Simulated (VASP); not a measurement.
# P in VASP: notebook

The runs below take P through single point, with r2SCAN.

All numbers are computed with VASP 6.6.1; they aren't measurements. Logs are shortened: lines on timing, memory, paths and dates and some standing lists are left out, and cuts for length are marked.

## 1. The cell of the first run

The cell holds a slab with vacuum, 2 atoms: a = 3.343 Å, b = 3.343 Å, c = 28.000 Å, α = 90.00°, β = 90.00°, γ = 120.00°.

## 2. Single point, r2SCAN

File POSCAR:

```
P
1.0
    3.3430000000      0.0000000000      0.0000000000
   -1.6715000000      2.8951229249      0.0000000000
    0.0000000000      0.0000000000     28.0000000000
P
2
Direct
    0.3333333333      0.6666666667      0.5140357143
    0.6666666667      0.3333333333      0.4859642857
```

File INCAR.step1:

```
PREC = Accurate
ENCUT = 520
ISMEAR = 0
SIGMA = 0.02
LREAL = F
LASPH = T
NELM = 80
LDIPOL = T
IDIPOL = 3
DIPOL = 0.5 0.5 0.500
NBANDS = 12
GGA = PE
ALGO = Normal
EDIFF = 1E-4
LWAVE = T
LCHARG = F
```

File INCAR.step2:

```
PREC = Accurate
ENCUT = 520
EDIFF = 1E-6
ISMEAR = 0
SIGMA = 0.02
LREAL = F
LASPH = T
NELM = 80
ALGO = Normal
ISIF = 2
LWAVE = F
LCHARG = F
LDIPOL = T
IDIPOL = 3
DIPOL = 0.5 0.5 0.500
METAGGA = R2SCAN
LMIXTAU = T
NBANDS = 12
ISTART = 1
```

File KPOINTS:

```
Automatic mesh
0
Gamma
  9 9 1
```

Potentials or basis: VASP PAW PBE potentials, release 64 (P).

On the command line:

```
$ cat potpaw_PBE.64/P/POTCAR > POTCAR
$ cp INCAR.step1 INCAR
$ mpirun -np 1 vasp_std > vasp.out
$ cp INCAR.step2 INCAR
$ mpirun -np 1 vasp_std > vasp.out
```

OUTCAR:

```text
PREC = Accurate
   ENCUT = 520
   EDIFF = 1E-6
   ISMEAR = 0
   LREAL = F
   LASPH = T
   NELM = 80
   ISIF = 2
   METAGGA = R2SCAN
   ISTART = 1

 ion  position               nearest neighbor table
   1  0.333  0.667  0.514-   2 2.08   2 2.08   2 2.08
   2  0.667  0.333  0.486-   1 2.08   1 2.08   1 2.08

  LATTYP: Found a hexagonal cell.
 ALAT       =     3.3430000000
 C/A-ratio  =     8.3757104397

  Lattice vectors:

 A1 = (   3.3430000000,   0.0000000000,   0.0000000000)
 A2 = (  -1.6715000000,   2.8951229249,   0.0000000000)
 A3 = (   0.0000000000,   0.0000000000,  28.0000000000)

Analysis of symmetry for initial positions (statically):
=====================================================================
 Subroutine PRICEL returns:
 Original cell was already a primitive cell.

 Routine SETGRP: Setting up the symmetry group for a
 hexagonal supercell.

 Subroutine GETGRP returns: Found 12 space group operations
 (whereof 12 operations were pure point group operations)
 out of a pool of 24 trial point group operations.

The static configuration has the point symmetry D_3d.

Analysis of symmetry for dynamics (positions and initial velocities):
=====================================================================
 Subroutine PRICEL returns:
 Original cell was already a primitive cell.

 Routine SETGRP: Setting up the symmetry group for a
 hexagonal supercell.

 Subroutine GETGRP returns: Found 12 space group operations
 (whereof 12 operations were pure point group operations)
 out of a pool of 24 trial point group operations.

The dynamic configuration has the point symmetry D_3d.

 Subroutine INISYM returns: Found 12 space group operations
 (whereof 12 operations are pure point group operations),
 and found     1 'primitive' translations

----------------------------------------------------------------------------------------

                                     Primitive cell

  volume of cell :     270.9951

  direct lattice vectors                    reciprocal lattice vectors
     3.343000000  0.000000000  0.000000000     0.299132516  0.172704238  0.000000000
    -1.671500000  2.895122925  0.000000000     0.000000000  0.345408477  0.000000000
     0.000000000  0.000000000 28.000000000     0.000000000  0.000000000  0.035714286

  length of vectors
     3.343000000  3.343000000 28.000000000     0.345408477  0.345408477  0.035714286

  position of ions in fractional coordinates (direct lattice)
     0.333333333  0.666666667  0.514035714
     0.666666667  0.333333333  0.485964286

  ion indices of the primitive-cell ions
   primitive index   ion index
                 1           1
                 2           2

----------------------------------------------------------------------------------------

 KPOINTS: Automatic mesh

Automatic generation of k-mesh.
 Grid dimensions read from file:
 generate k-points for:    9    9    1

 Generating k-lattice:

  Cartesian coordinates                     Fractional coordinates (reciprocal lattice)
     0.033236946  0.019189360  0.000000000     0.111111111  0.000000000  0.000000000
     0.000000000  0.038378720  0.000000000     0.000000000  0.111111111  0.000000000
     0.000000000  0.000000000  0.035714286     0.000000000  0.000000000  1.000000000

  Length of vectors
     0.038378720  0.038378720  0.035714286

  Shift w.r.t. Gamma in fractional coordinates (k-lattice)
     0.000000000  0.000000000  0.000000000

 Subroutine IBZKPT returns following result:
 ===========================================

 Found     12 irreducible k-points:

 Following reciprocal coordinates:
            Coordinates               Weight
  0.000000  0.000000  0.000000      1.000000
  0.111111  0.000000  0.000000      6.000000
  0.222222 -0.000000  0.000000      6.000000
  0.333333  0.000000  0.000000      6.000000
  0.444444 -0.000000  0.000000      6.000000
  0.111111  0.111111  0.000000      6.000000
  0.222222  0.111111  0.000000     12.000000
  0.333333  0.111111  0.000000     12.000000
  0.444444  0.111111  0.000000      6.000000
  0.222222  0.222222  0.000000      6.000000
  0.333333  0.222222  0.000000     12.000000
  0.333333  0.333333  0.000000      2.000000
   k-points           NKPTS =     12   k-points in BZ     NKDIM =     12   number of bands    NBANDS=     12
   number of dos      NEDOS =    301   number of ions     NIONS =      2
   total plane-waves  NPLWV = 164640
   dimension x,y,z NGX =    28 NGY =   28 NGZ =  210
   dimension x,y,z NGXF=    56 NGYF=   56 NGZF=  420
   ions per type =               2
   NGX,Y,Z   is equivalent  to a cutoff of  13.92, 13.92, 12.47 a.u.
   NGXF,Y,Z  is equivalent  to a cutoff of  27.85, 27.85, 24.94 a.u.
 SYSTEM =  unknown system
   PREC   = accura    normal or accurate (medium, high low for compatibility)
   ISTART =      1    job   : 0-new  1-cont  2-samecut
   ICHARG =      0    charge: 1-file 2-atom 10-const
   ISPIN  =      1    spin polarized calculation?
   LNONCOLLINEAR =      F non collinear calculations
   LSORBIT =      F    spin-orbit coupling
   LASPH  =      T    aspherical Exc in radial PAW
   ENCUT  =  520.0 eV  38.22 Ry    6.18 a.u.   6.22  6.22 52.06*2*pi/ulx,y,z
   NELM   =     80;   NELMIN=  2; NELMDL=  0     # of ELM steps
   EDIFF  = 0.1E-05   stopping-criterion for ELM
   LREAL  =      F    real-space projection
   EDIFFG = 0.1E-04   stopping-criterion for IOM
   NSW    =      0    number of steps for IOM
   IBRION =     -1    ionic relax: 0-MD 1-quasi-New 2-CG
   NFREE  =      0    steps in history (QN), initial steepest desc. (CG)
   ISIF   =      2    stress and relaxation
   ISYM   =      2    0-nonsym 1-usesym 2-fastsym
   POTIM  = 0.5000    time-step for ionic-motion
   TEBEG  =    0.0;   TEEND  =   0.0 temperature during run
   PSTRESS=    0.0 pullay stress
   NELECT =      10.0000    total number of electrons
   NUPDOWN=      -1.0000    fix difference up-down
   EMIN   =  10.00;   EMAX   =-10.00  energy-range for DOS
   EFERMI =   0.00;   METHOD = LEGACY
   ISMEAR =     0;   SIGMA  =   0.02  broadening in eV -4-tet -1-fermi 0-gaus
   EFERMI_NEDOS =   21; number of points for ismear=-14 and -15
   IALGO  =     38    algorithm
   IMIX   =      4    mixing-type and parameters
     AMIX     =   0.40;   BMIX     =  1.00
     AMIX_MAG =   1.60;   BMIX_MAG =  1.00
  volume/ion in A,a.u.               =     135.50       914.38
  Fermi-wavevector in a.u.,A,eV,Ry     =   0.545031  1.029959  4.041727  0.297059
  Thomas-Fermi vector in A             =   1.574216
   LORBIT       =      0    0 simple, 1 ext, 2 COOP (PROOUT), +10 PAW based schemes
   METAGGA = R2SCAN    functional components
   LHFCALC =     F    Hartree Fock is set to
   AEXX    =    0.0000 exact exchange contribution
   IVDW    =     0    specifies the selected vdW correction
   LEPSILON=     F    determine dielectric tensor
   LRPA    =     F    only Hartree local field effects (RPA)
 non-spin polarized calculation
 Gauss-broadening in eV      SIGMA  =   0.02
  energy-cutoff  :      520.00
  volume of cell :      271.00
 maximum number of plane-waves:      7341
 NGX is ok and might be reduce to    28
   NGX = 13   NGY = 13   NGZ =105

 number of electron       9.9999999 magnetization

 dipolmoment           0.000000      0.000000     -0.000000 electrons x Angstroem

 Free energy of the ion-electron system (eV)
  ---------------------------------------------------
  ext. energy  EPLUGINS =         0.00000000
  ---------------------------------------------------
  free energy    TOTEN  =       -16.68065204 eV

  energy without entropy =      -16.68030239  energy(sigma->0) =      -16.68047721

 E-fermi :  -3.2791     XC(G=0):  -1.7207

 val. band max:       -3.3053007779   @ k =   0.3333   0.0000   0.0000
 cond. band min:      -3.2532975944   @ k =   0.1111   0.0000   0.0000
 fundamental gap:      0.0520031835
 Fermi energy:        -3.2790744418

 k-point     1 :       0.0000    0.0000    0.0000
  band No.  band energies     occupation
      1     -20.7448      2.00000
      2     -10.3627      2.00000
      3      -7.3090      2.00000
      4      -7.3090      2.00000
      5      -3.3056      1.93975
      6      -2.2403      0.00000
      7      -1.6858      0.00000
      8      -1.6858      0.00000
      9       1.4044      0.00000
     10       1.5744      0.00000
     11       1.9007      0.00000
     12       2.0624      0.00000

 k-point     2 :       0.1111    0.0000    0.0000
  band No.  band energies     occupation
      1     -20.5452      2.00000
      2     -10.2527      2.00000
      3      -8.5197      2.00000
      4      -7.6554      2.00000
      5      -3.2533      0.06835
      6      -2.1913      0.00000
      7      -1.0013      0.00000
      8      -0.7572      0.00000
      9       1.6272      0.00000
     10       1.7796      0.00000
     11       2.0577      0.00000
     12       2.2841      0.00000

 k-point     3 :       0.2222   -0.0000    0.0000
  band No.  band energies     occupation
      1     -19.9544      2.00000
      2     -11.1569      2.00000
      3      -9.3506      2.00000
      4      -8.3304      2.00000
      5      -3.3745      2.00000
      6      -2.8245      0.00000
      7       0.5705      0.00000
      8       1.0641      0.00000
      9       2.1804      0.00000
     10       2.3441      0.00000
     11       2.5147      0.00000
     12       2.9527      0.00000
[... 106 lines left out ...]
 k-point    11 :       0.3333    0.2222    0.0000
  band No.  band energies     occupation
      1     -17.3198      2.00000
      2     -15.2193      2.00000
      3     -11.2709      2.00000
      4      -7.0220      2.00000
      5      -5.2516      2.00000
      6      -0.4029      0.00000
      7      -0.0486      0.00000
      8       2.2987      0.00000
      9       3.3386      0.00000
     10       4.1839      0.00000
     11       5.6317      0.00000
     12       5.7817      0.00000

 k-point    12 :       0.3333    0.3333    0.0000
  band No.  band energies     occupation
      1     -16.2236      2.00000
      2     -16.2236      2.00000
      3     -11.8460      2.00000
      4      -6.0733      2.00000
      5      -6.0733      2.00000
      6      -0.8891      0.00000
      7       2.3930      0.00000
      8       3.2212      0.00000
      9       3.2212      0.00000
     10       3.5737      0.00000
     11       3.5737      0.00000
     12       6.1942      0.00000

------------------------ aborting loop because EDIFF is reached ----------------------------------------

 vacuum level on the upper side and lower side of the slab       (xc-potential included)        -0.066        -0.066

  FORCE on cell =-STRESS in cart. coord.  units (eV):
  Direction    XX          YY          ZZ          XY          YZ          ZX
  --------------------------------------------------------------------------------------
  -------------------------------------------------------------------------------------
  Total        3.7190759      3.7190759      2.8440249      0.0000000      0.0000000      0.0000000
  in kB       21.9879228     21.9879228     16.8144459      0.0000000      0.0000000      0.0000000
  external PRESSURE =      20.2634305 kB  Pullay stress =       0.0000000 kB

 VOLUME and BASIS-vectors are now :
 -----------------------------------------------------------------------------
  energy-cutoff  :      520.00
  volume of cell :      271.00
      direct lattice vectors                 reciprocal lattice vectors
     3.343000000  0.000000000  0.000000000     0.299132516  0.172704238  0.000000000
    -1.671500000  2.895122925  0.000000000     0.000000000  0.345408477  0.000000000
     0.000000000  0.000000000 28.000000000     0.000000000  0.000000000  0.035714286

 POSITION                                       TOTAL-FORCE (eV/Angst)
 -----------------------------------------------------------------------------------
     -0.00000      1.93008     14.39300        -0.000000      0.000000      3.638223
      1.67150      0.96504     13.60700         0.000000     -0.000000     -3.638223
 -----------------------------------------------------------------------------------
    total drift:                                0.000000     -0.000000      0.000000

  FREE ENERGIE OF THE ION-ELECTRON SYSTEM (eV)
  ---------------------------------------------------
  free  energy   TOTEN  =       -16.6806520395 eV

  energy  without entropy=      -16.6803023870  energy(sigma->0) =      -16.68047721

 vacuum level on the upper side and lower side of the slab         1.525         1.525
```

Run time: 2.5 min. Hardware: 1 thread of AMD EPYC 9R45 (Zen 5), shared host; peak memory 0.38 GiB.

Results:

```
Free energy            : -16.6807 eV
Largest force          : 3.638 eV/Å
Band gap on the k mesh : zero (bands 5 and 6 overlap by 0.51 eV)
```

Forces in eV/Å, atoms in the order of the input:
```
P    0.000  0.000  3.638
P    0.000  0.000 -3.638
```

Caveat: the PAW data sets were made with another functional, which shifts forces and pressure a little.

## 3. Single point, r2SCAN

File POSCAR:

```
P
1.0
    3.3430000000      0.0000000000      0.0000000000
   -1.6715000000      2.8951229249      0.0000000000
    0.0000000000      0.0000000000     28.0000000000
P
2
Direct
    0.3333333333      0.6666666667      0.5234107143
    0.6666666667      0.3333333333      0.4765892857
```

File INCAR.step1:

```
SYSTEM = P
  PREC = Accurate
  ENCUT = 520
  ISMEAR = 0
  SIGMA = 0.02
  LREAL = .False.
  LASPH = .True.
  NELM = 80
  LDIPOL = .True.
  IDIPOL = 3
  DIPOL = 0.5 0.5 0.500
  NBANDS = 12
  GGA = PE
  ALGO = Normal
  EDIFF = 1E-4
  LWAVE = .True.
  LCHARG = .False.
```

File INCAR.step2:

```
SYSTEM = P
  PREC = Accurate
  ENCUT = 520
  EDIFF = 1E-6
  ISMEAR = 0
  SIGMA = 0.02
  LREAL = .False.
  LASPH = .True.
  NELM = 80
  ALGO = Normal
  ISIF = 2
  LWAVE = .False.
  LCHARG = .False.
  LDIPOL = .True.
  IDIPOL = 3
  DIPOL = 0.5 0.5 0.500
  METAGGA = R2SCAN
  LMIXTAU = .True.
  NBANDS = 12
  ISTART = 1
```

File KPOINTS:

```
Automatic mesh
0
Gamma
  9 9 1
  0 0 0
```

Potentials or basis: VASP PAW PBE potentials, release 64 (P).

On the command line:

```
$ cat potpaw_PBE.64/P/POTCAR > POTCAR
$ cp INCAR.step1 INCAR
$ mpirun -np 1 vasp_std > vasp.out
$ cp INCAR.step2 INCAR
$ mpirun -np 1 vasp_std > vasp.out
```

OUTCAR:

```text
SYSTEM = P
   PREC = Accurate
   ENCUT = 520
   EDIFF = 1E-6
   ISMEAR = 0
   LREAL = .False.
   LASPH = .True.
   NELM = 80
   ISIF = 2
   METAGGA = R2SCAN
   ISTART = 1

 ion  position               nearest neighbor table
   1  0.333  0.667  0.523-   2 2.33   2 2.33   2 2.33
   2  0.667  0.333  0.477-   1 2.33   1 2.33   1 2.33

  LATTYP: Found a hexagonal cell.
 ALAT       =     3.3430000000
 C/A-ratio  =     8.3757104397

  Lattice vectors:

 A1 = (   3.3430000000,   0.0000000000,   0.0000000000)
 A2 = (  -1.6715000000,   2.8951229249,   0.0000000000)
 A3 = (   0.0000000000,   0.0000000000,  28.0000000000)

Analysis of symmetry for initial positions (statically):
=====================================================================
 Subroutine PRICEL returns:
 Original cell was already a primitive cell.

 Routine SETGRP: Setting up the symmetry group for a
 hexagonal supercell.

 Subroutine GETGRP returns: Found 12 space group operations
 (whereof 12 operations were pure point group operations)
 out of a pool of 24 trial point group operations.

[... 167 lines left out ...]
      7      -0.5774      0.00000
      8      -0.5774      0.00000
      9       1.2731      0.00000
     10       1.5873      0.00000
     11       1.8962      0.00000
     12       2.0436      0.00000
[... 151 lines left out ...]
 k-point    12 :       0.3333    0.3333    0.0000
  band No.  band energies     occupation
      1     -14.4057      2.00000
      2     -14.4057      2.00000
      3      -9.6729      2.00000
      4      -6.5022      2.00000
      5      -6.5022      2.00000
      6      -2.3534      0.00000
      7       0.8221      0.00000
      8       0.8221      0.00000
      9       4.2517      0.00000
     10       5.6669      0.00000
     11       5.6669      0.00000
     12       5.9765      0.00000

------------------------ aborting loop because EDIFF is reached ----------------------------------------

 vacuum level on the upper side and lower side of the slab       (xc-potential included)        -0.017        -0.017

  FORCE on cell =-STRESS in cart. coord.  units (eV):
  Direction    XX          YY          ZZ          XY          YZ          ZX
  --------------------------------------------------------------------------------------
  -------------------------------------------------------------------------------------
  Total       -1.5982242     -1.5982242     -2.1938904      0.0000000      0.0000000     -0.0000000
  in kB       -9.4490221     -9.4490221    -12.9707203      0.0000000      0.0000000     -0.0000000
  external PRESSURE =     -10.6229215 kB  Pullay stress =       0.0000000 kB

 VOLUME and BASIS-vectors are now :
 -----------------------------------------------------------------------------
  energy-cutoff  :      520.00
  volume of cell :      271.00
      direct lattice vectors                 reciprocal lattice vectors
     3.343000000  0.000000000  0.000000000     0.299132516  0.172704238  0.000000000
    -1.671500000  2.895122925  0.000000000     0.000000000  0.345408477  0.000000000
     0.000000000  0.000000000 28.000000000     0.000000000  0.000000000  0.035714286

 POSITION                                       TOTAL-FORCE (eV/Angst)
 -----------------------------------------------------------------------------------
     -0.00000      1.93008     14.65550         0.000000      0.000000     -1.665859
      1.67150      0.96504     13.34450        -0.000000     -0.000000      1.665859
 -----------------------------------------------------------------------------------
    total drift:                                0.000000     -0.000000      0.000000

  FREE ENERGIE OF THE ION-ELECTRON SYSTEM (eV)
  ---------------------------------------------------
  free  energy   TOTEN  =       -17.7341839159 eV

  energy  without entropy=      -17.7341839159  energy(sigma->0) =      -17.73418392

 vacuum level on the upper side and lower side of the slab         1.586         1.586
```

Wall time 3.5 min (1 thread of AMD EPYC 9R45 (Zen 5), shared host); peak memory 0.39 GiB.

Results:

```
Free energy            : -17.7342 eV
Largest force          : 1.666 eV/Å
Band gap on the k mesh : 2.14 eV (least direct gap 2.64 eV)
```

Forces in eV/Å, atoms in the order of the input:
```
P    0.000  0.000 -1.666
P    0.000  0.000  1.666
```

Caveat: the PAW data sets were made with another functional, which shifts forces and pressure a little.

(Continued in part 2 of 2.)
